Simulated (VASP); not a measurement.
# ScCo (Pm-3m) in VASP: a series of runs

The runs below take ScCo through single point, relaxation of cell and atoms, with LDA.

Everything below comes from runs of VASP 6.6.1. Logs are shortened: lines on timing, memory, paths and dates and some standing lists are left out, and cuts for length are marked.

## Step 1: The cell of the first run

Symmetry: Pm-3m, No. 221, cubic system. Conventional cell: a = 3.032 Å, b = 3.032 Å, c = 3.032 Å, α = 90.00°, β = 90.00°, γ = 90.00°. Within 3.5 Å of Sc (site symmetry m-3m) lie 8 Co at 2.63 Å and 6 Sc at 3.03 Å. Within 3.5 Å of Co (site symmetry m-3m) lie 8 Sc at 2.63 Å and 6 Co at 3.03 Å.

## Step 2: Single point, LDA, collinear spin, ferromagnetic start

The input, INCAR:

```
SYSTEM = ScCo
PREC = Accurate
ENCUT = 520
EDIFF = 1E-6
ISMEAR = 0
SIGMA = 0.1
LREAL = .False.
LASPH = .True.
NELM = 150
ALGO = Normal
ISIF = 2
LWAVE = .False.
LCHARG = .False.
ISPIN = 2
MAGMOM = 0 0.35
LORBIT = 11
LMAXMIX = 4
NBANDS = 21
```

The input, KPOINTS:

```
Automatic mesh
0
Gamma
  14 14 14
  0 0 0
```

The input, POSCAR:

```
ScCo
1.0
    3.0322153824      0.0000000000      0.0000000000
    0.0000000000      3.0322153824      0.0000000000
    0.0000000000      0.0000000000      3.0322153824
Sc Co
1 1
Direct
    0.5000000000      0.5000000000      0.5000000000
    0.0000000000      0.0000000000      0.0000000000
```

Potentials or basis: VASP PAW LDA potentials, release 64 (Sc_sv, Co).

Launch:

```sh
$ cat potpaw_LDA.64/Sc_sv/POTCAR potpaw_LDA.64/Co/POTCAR > POTCAR
$ mpirun -np 1 vasp_std > vasp.out
```

OUTCAR:

```text
SYSTEM = ScCo
   PREC = Accurate
   ENCUT = 520
   EDIFF = 1E-6
   ISMEAR = 0
   LREAL = .False.
   LASPH = .True.
   NELM = 150
   ISIF = 2
   ISPIN = 2
   LORBIT = 11

 ion  position               nearest neighbor table
   1  0.500  0.500  0.500-   2 2.63   2 2.63   2 2.63   2 2.63   2 2.63   2 2.63   2 2.63   2 2.63

   2  0.000  0.000  0.000-   1 2.63   1 2.63   1 2.63   1 2.63   1 2.63   1 2.63   1 2.63   1 2.63

  LATTYP: Found a simple cubic cell.
 ALAT       =     3.0322153824

  Lattice vectors:

 A1 = (   3.0322153824,   0.0000000000,   0.0000000000)
 A2 = (   0.0000000000,   3.0322153824,   0.0000000000)
 A3 = (   0.0000000000,   0.0000000000,   3.0322153824)

Analysis of symmetry for initial positions (statically):
=====================================================================
 Subroutine PRICEL returns:
 Original cell was already a primitive cell.

 Routine SETGRP: Setting up the symmetry group for a
 simple cubic supercell.

 Subroutine GETGRP returns: Found 48 space group operations
 (whereof 48 operations were pure point group operations)
 out of a pool of 48 trial point group operations.

The static configuration has the point symmetry O_h .

Analysis of symmetry for dynamics (positions and initial velocities):
=====================================================================
 Subroutine PRICEL returns:
 Original cell was already a primitive cell.

 Routine SETGRP: Setting up the symmetry group for a
 simple cubic supercell.

 Subroutine GETGRP returns: Found 48 space group operations
 (whereof 48 operations were pure point group operations)
 out of a pool of 48 trial point group operations.

The dynamic configuration has the point symmetry O_h .

Analysis of structural, dynamic, and magnetic symmetry:
=====================================================================
 Subroutine PRICEL returns:
 Original cell was already a primitive cell.

 Routine SETGRP: Setting up the symmetry group for a
 simple cubic supercell.

 Subroutine GETGRP returns: Found 48 space group operations
 (whereof 48 operations were pure point group operations)
 out of a pool of 48 trial point group operations.

The overall configuration has the point symmetry O_h .

 Subroutine INISYM returns: Found 48 space group operations
 (whereof 48 operations are pure point group operations),
 and found     1 'primitive' translations

----------------------------------------------------------------------------------------

                                     Primitive cell

  volume of cell :      27.8792

  direct lattice vectors                    reciprocal lattice vectors
     3.032215382  0.000000000  0.000000000     0.329791876  0.000000000  0.000000000
     0.000000000  3.032215382  0.000000000     0.000000000  0.329791876  0.000000000
     0.000000000  0.000000000  3.032215382     0.000000000  0.000000000  0.329791876

  length of vectors
     3.032215382  3.032215382  3.032215382     0.329791876  0.329791876  0.329791876

  position of ions in fractional coordinates (direct lattice)
     0.500000000  0.500000000  0.500000000
     0.000000000  0.000000000  0.000000000

  ion indices of the primitive-cell ions
   primitive index   ion index
                 1           1
                 2           2

----------------------------------------------------------------------------------------

 KPOINTS: Automatic mesh

Automatic generation of k-mesh.
 Grid dimensions read from file:
 generate k-points for:   14   14   14

 Generating k-lattice:

  Cartesian coordinates                     Fractional coordinates (reciprocal lattice)
     0.023556563  0.000000000  0.000000000     0.071428571  0.000000000  0.000000000
     0.000000000  0.023556563  0.000000000     0.000000000  0.071428571  0.000000000
     0.000000000  0.000000000  0.023556563     0.000000000  0.000000000  0.071428571

  Length of vectors
     0.023556563  0.023556563  0.023556563

  Shift w.r.t. Gamma in fractional coordinates (k-lattice)
     0.000000000  0.000000000  0.000000000

 Subroutine IBZKPT returns following result:
 ===========================================

 Found    120 irreducible k-points:

 Following reciprocal coordinates:
            Coordinates               Weight
  0.000000  0.000000  0.000000      1.000000
  0.071429  0.000000  0.000000      6.000000
  0.142857  0.000000  0.000000      6.000000
  0.214286  0.000000  0.000000      6.000000
  0.285714  0.000000  0.000000      6.000000
  0.357143  0.000000  0.000000      6.000000
[... 16 lines left out ...]
  0.285714  0.214286  0.000000     24.000000
  0.357143  0.214286  0.000000     24.000000
 [... further k-points ...]
   k-points           NKPTS =    120   k-points in BZ     NKDIM =    120   number of bands    NBANDS=     21
   number of dos      NEDOS =    301   number of ions     NIONS =      2
   total plane-waves  NPLWV =  13824
   dimension x,y,z NGX =    24 NGY =   24 NGZ =   24
   dimension x,y,z NGXF=    48 NGYF=   48 NGZF=   48
   ions per type =               1   1
   NGX,Y,Z   is equivalent  to a cutoff of  13.16, 13.16, 13.16 a.u.
   NGXF,Y,Z  is equivalent  to a cutoff of  26.32, 26.32, 26.32 a.u.
 SYSTEM =  ScCo
   PREC   = accura    normal or accurate (medium, high low for compatibility)
   ISTART =      0    job   : 0-new  1-cont  2-samecut
   ICHARG =      2    charge: 1-file 2-atom 10-const
   ISPIN  =      2    spin polarized calculation?
   LNONCOLLINEAR =      F non collinear calculations
   LSORBIT =      F    spin-orbit coupling
   LASPH  =      T    aspherical Exc in radial PAW
   ENCUT  =  520.0 eV  38.22 Ry    6.18 a.u.   5.64  5.64  5.64*2*pi/ulx,y,z
   NELM   =    150;   NELMIN=  2; NELMDL= -5     # of ELM steps
   EDIFF  = 0.1E-05   stopping-criterion for ELM
   LREAL  =      F    real-space projection
   EDIFFG = 0.1E-04   stopping-criterion for IOM
   NSW    =      0    number of steps for IOM
   IBRION =     -1    ionic relax: 0-MD 1-quasi-New 2-CG
   NFREE  =      0    steps in history (QN), initial steepest desc. (CG)
   ISIF   =      2    stress and relaxation
   ISYM   =      2    0-nonsym 1-usesym 2-fastsym
   POTIM  = 0.5000    time-step for ionic-motion
   TEBEG  =    0.0;   TEEND  =   0.0 temperature during run
   PSTRESS=    0.0 pullay stress
   NELECT =      20.0000    total number of electrons
   NUPDOWN=      -1.0000    fix difference up-down
   EMIN   =  10.00;   EMAX   =-10.00  energy-range for DOS
   EFERMI =   0.00;   METHOD = LEGACY
   ISMEAR =     0;   SIGMA  =   0.10  broadening in eV -4-tet -1-fermi 0-gaus
   EFERMI_NEDOS =   21; number of points for ismear=-14 and -15
   IALGO  =     38    algorithm
   IMIX   =      4    mixing-type and parameters
     AMIX     =   0.40;   BMIX     =  1.00
     AMIX_MAG =   1.60;   BMIX_MAG =  1.00
  volume/ion in A,a.u.               =      13.94        94.07
  Fermi-wavevector in a.u.,A,eV,Ry     =   1.465519  2.769429 29.221857  2.147746
  Thomas-Fermi vector in A             =   2.581366
   LORBIT       =     11    0 simple, 1 ext, 2 COOP (PROOUT), +10 PAW based schemes
   GGA     = CA    functional components
   LHFCALC =     F    Hartree Fock is set to
   AEXX    =    0.0000 exact exchange contribution
   IVDW    =     0    specifies the selected vdW correction
   LEPSILON=     F    determine dielectric tensor
   LRPA    =     F    only Hartree local field effects (RPA)
 spin polarized calculation
 Gauss-broadening in eV      SIGMA  =   0.10
  energy-cutoff  :      520.00
  volume of cell :       27.88
 maximum number of plane-waves:       768
 NGX is ok and might be reduce to    24
   NGX = 11   NGY = 11   NGZ = 11

 number of electron      20.0000005 magnetization      -0.0033888

 number of electron      20.0000005 magnetization       0.0000893

 Free energy of the ion-electron system (eV)
  ---------------------------------------------------
  ext. energy  EPLUGINS =         0.00000000
  ---------------------------------------------------
  free energy    TOTEN  =       -15.71366251 eV

  energy without entropy =      -15.70875429  energy(sigma->0) =      -15.71120840

 E-fermi :   7.3326     XC(G=0): -12.5622

 val. band max:        7.3136752620   @ k =   0.4286   0.4286   0.4286
 cond. band min:       7.3564369742   @ k =   0.5000   0.2857   0.2857
 fundamental gap:      0.0427617122
 Fermi energy:         7.3325811845

 spin component 1

 k-point     1 :       0.0000    0.0000    0.0000
  band No.  band energies     occupation
      1     -40.7093      1.00000
      2     -19.5075      1.00000
      3     -19.5075      1.00000
      4     -19.5075      1.00000
      5       0.5167      1.00000
      6       4.1414      1.00000
[... 13 lines left out ...]
     20      23.6930      0.00000
     21      26.7490      0.00000
[... 529 lines left out ...]
 k-point    24 :       0.3571    0.2143    0.0000
  band No.  band energies     occupation
      1     -40.6412      1.00000
      2     -19.8911      1.00000
      3     -19.6608      1.00000
      4     -19.4587      1.00000
      5       3.2490      1.00000
      6       4.7445      1.00000
[... 13 lines left out ...]
     20      23.8057      0.00000
     21      25.8296      0.00000

 [... further k-points ...]

 spin component 2

 k-point     1 :       0.0000    0.0000    0.0000
  band No.  band energies     occupation
      1     -40.7092      1.00000
      2     -19.5075      1.00000
      3     -19.5075      1.00000
      4     -19.5075      1.00000
      5       0.5167      1.00000
      6       4.1415      1.00000
[... 13 lines left out ...]
     20      23.6931      0.00000
     21      26.7490      0.00000
[... 529 lines left out ...]
 k-point    24 :       0.3571    0.2143    0.0000
  band No.  band energies     occupation
      1     -40.6411      1.00000
      2     -19.8910      1.00000
      3     -19.6608      1.00000
      4     -19.4587      1.00000
      5       3.2490      1.00000
      6       4.7446      1.00000
[... 13 lines left out ...]
     20      23.8057      0.00000
     21      25.8296      0.00000

 [... further k-points ...]

------------------------ aborting loop because EDIFF is reached ----------------------------------------

  FORCE on cell =-STRESS in cart. coord.  units (eV):
  Direction    XX          YY          ZZ          XY          YZ          ZX
  --------------------------------------------------------------------------------------
  -------------------------------------------------------------------------------------
  Total        0.1041783      0.1041783      0.1041783     -0.0000000     -0.0000000     -0.0000000
  in kB        5.9869795      5.9869795      5.9869795     -0.0000000     -0.0000000     -0.0000000
  external PRESSURE =       5.9869795 kB  Pullay stress =       0.0000000 kB

 VOLUME and BASIS-vectors are now :
 -----------------------------------------------------------------------------
  energy-cutoff  :      520.00
  volume of cell :       27.88
      direct lattice vectors                 reciprocal lattice vectors
     3.032215382  0.000000000  0.000000000     0.329791876  0.000000000  0.000000000
     0.000000000  3.032215382  0.000000000     0.000000000  0.329791876  0.000000000
     0.000000000  0.000000000  3.032215382     0.000000000  0.000000000  0.329791876

 POSITION                                       TOTAL-FORCE (eV/Angst)
 -----------------------------------------------------------------------------------
      1.51611      1.51611      1.51611         0.000000      0.000000      0.000000
      0.00000      0.00000      0.00000         0.000000      0.000000      0.000000
 -----------------------------------------------------------------------------------
    total drift:                                0.000000      0.000000     -0.000000

  FREE ENERGIE OF THE ION-ELECTRON SYSTEM (eV)
  ---------------------------------------------------
  free  energy   TOTEN  =       -15.7136625091 eV

  energy  without entropy=      -15.7087542865  energy(sigma->0) =      -15.71120840

 total charge

# of ion       s       p       d       tot
------------------------------------------
    1        2.314   6.219   1.235   9.768
    2        0.523   0.369   7.443   8.336
--------------------------------------------------
tot          2.837   6.589   8.678  18.103

 magnetization (x)

# of ion       s       p       d       tot
------------------------------------------
    1       -0.000  -0.000  -0.000  -0.000
    2        0.000  -0.000   0.000   0.000
--------------------------------------------------
tot         -0.000  -0.000   0.000   0.000
```

Wall time 33 s (1 thread of Intel Xeon 6975P-C (Granite Rapids), shared host); peak memory 0.21 GiB.

Results:

```
Free energy                                           : -15.7137 eV
Pressure                                              : 0.6 GPa
Band gap on the k mesh                                : zero (filled and empty bands overlap)
Net moment                                            : 0.00 μB per cell
Valence electrons inside the program's atomic spheres : Sc 9.77; Co 8.34
```

## Step 3: Relaxation of cell and atoms, LDA, collinear spin, ferromagnetic start

This run uses another cell than the first one, of 15.20 Å³/atom.

The input, INCAR:

```
SYSTEM = ScCo
PREC = Accurate
ENCUT = 600
EDIFF = 1E-6
ISMEAR = 0
SIGMA = 0.1
LREAL = .FALSE.
LASPH = .TRUE.
NELM = 150
ALGO = Normal
ISIF = 3
LWAVE = .FALSE.
LCHARG = .FALSE.
ISPIN = 2
MAGMOM = 0 0.35
LORBIT = 11
LMAXMIX = 4
GGA = CA
IBRION = 2
NSW = 70
EDIFFG = -0.005
```

The input, KPOINTS:

```
Automatic mesh
0
G
  14 14 14
  0 0 0
```

The input, POSCAR:

```
ScCo
1.0
    3.1206688852      0.0000000000      0.0000000000
    0.0000000000      3.1206688852      0.0000000000
    0.0000000000      0.0000000000      3.1206688852
Sc Co
1 1
Direct
    0.5000000000      0.5000000000      0.5000000000
    0.0000000000      0.0000000000      0.0000000000
```

Potentials or basis: VASP PAW LDA potentials, release 64 (Sc_sv, Co).

Launch:

```sh
$ cat potpaw_LDA.64/Sc_sv/POTCAR potpaw_LDA.64/Co/POTCAR > POTCAR
$ mpirun -np 1 vasp_std > vasp.out
```

Run time: 2.3 min. Hardware: 1 thread of Intel Xeon 6975P-C (Granite Rapids), shared host; peak memory 0.25 GiB.

It converged, with:

| Property | Result |
| --- | --- |
| Free energy | -15.7145 eV |
| Relaxed volume | 13.98 Å³/atom |
| Relaxed cell | a = 3.035 Å, b = 3.035 Å, c = 3.035 Å, α = 90.00°, β = 90.00°, γ = 90.00° |
| Space group after relaxing (to 0.1 Å) | Pm-3m (No. 221) |
| Energy gained by relaxing | 41.3 meV/atom |
| Ionic steps | 3 |
| Pressure after relaxing | 0.0 GPa |
| Band gap on the k mesh | zero (filled and empty bands overlap) |
| Net moment | 0.00 μB per cell |
| Valence electrons inside the program's atomic spheres | Sc 9.76; Co 8.33 |

The path:
```csv
step,energy change (eV),largest force (eV/Å),pressure (GPa),volume (Å³)
1,0.0000,0.0000,-10.07,30.39
2,-0.0378,0.0000,9.60,26.38
3,-0.0826,0.0000,-0.02,27.97
```

Final structure:
```cif
data_structure
_symmetry_space_group_name_H-M 'P 1'
_symmetry_Int_Tables_number 1
_cell_length_a 3.0355
_cell_length_b 3.0355
_cell_length_c 3.0355
_cell_angle_alpha 90.000
_cell_angle_beta 90.000
_cell_angle_gamma 90.000
_cell_volume 27.97
loop_
_atom_site_label
_atom_site_type_symbol
_atom_site_fract_x
_atom_site_fract_y
_atom_site_fract_z
_atom_site_occupancy
Sc1 Sc 0.50000 0.50000 0.50000 1
Co1 Co 0.00000 0.00000 0.00000 1
```

Levels at points of the mesh, in eV from the Fermi level:
Spin up:
```tsv
k point	band 8	band 9	band 10	band 11	band 12	band 13
(0.00, 0.00, 0.00)	-0.96	-0.96	-0.96	1.88	1.88	4.70
(0.50, 0.00, 0.00)	-1.09	-1.09	-0.65	0.39	0.58	2.19
(0.50, 0.50, 0.00)	-1.80	-0.34	0.31	1.43	1.43	2.49
(0.50, 0.50, 0.50)	-1.21	-1.21	-1.21	-0.31	-0.31	5.42
```
Spin down:
```tsv
k point	band 7	band 8	band 9	band 10	band 11	band 12	band 13	band 14
(0.00, 0.00, 0.00)	-3.17	-0.96	-0.96	-0.96	1.88	1.88	4.70	4.70
(0.50, 0.00, 0.00)	-2.02	-1.09	-1.09	-0.65	0.39	0.58	2.19	2.19
(0.50, 0.50, 0.00)	-1.80	-1.80	-0.34	0.31	1.43	1.43	2.49	4.23
(0.50, 0.50, 0.50)	-1.79	-1.21	-1.21	-1.21	-0.31	-0.31	5.42	5.42
```

LDA usually gives volumes a few per cent too small. Zero-point motion and thermal expansion aren't in these numbers.

The gap in the log of VASP goes by the Fermi energy; the results here count the filled bands.